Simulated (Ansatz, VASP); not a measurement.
## BeCdCu3: VASP beside Ansatz

```xyz
5
Lattice="4.1323 0.0000 0.0000 0.0000 4.1323 0.0000 0.0000 0.0000 4.1323" Properties=species:S:1:pos:R:3 pbc="T T T"
Be    2.0662    2.0662    2.0662
Cd    0.0000    0.0000    0.0000
Cu    0.0000    2.0662    2.0662
Cu    2.0662    0.0000    2.0662
Cu    2.0662    2.0662    0.0000
```

Change from the starting cell: species swapped into the LuBPd3 type (Pm-3m, No. 221).

Alike in both runs: task relaxation of cell and atoms; functional PBE; k mesh 10 × 10 × 10; occupations gaussian, width 0.1 eV; no spin polarisation.

```csv
,VASP,Ansatz
version,VASP 6.6.1,Ansatz 0.2.0
potentials or method,"VASP PAW PBE potentials, release 64 (Be, Cd, Cu), cutoff 600 eV","scalar-relativistic, plane waves, PAW"
valence electrons in the cell,47,79
```

```csv
,VASP,Ansatz,Ansatz less VASP
"gap on the k mesh at the Fermi level, each at its own relaxed structure (eV)",none,none,-
relaxed volume (Å³/atom),14.14,14.06,-0.080
relaxed length of the cell vector where the two differ most in proportion (Å),4.135,4.127,-0.0078
```

A gap of «none» marks a metal or a gap that the smearing closes. VASP's potentials hold 47 valence electrons a cell and Ansatz's 79, so a difference there can come from the potentials and not from the codes.
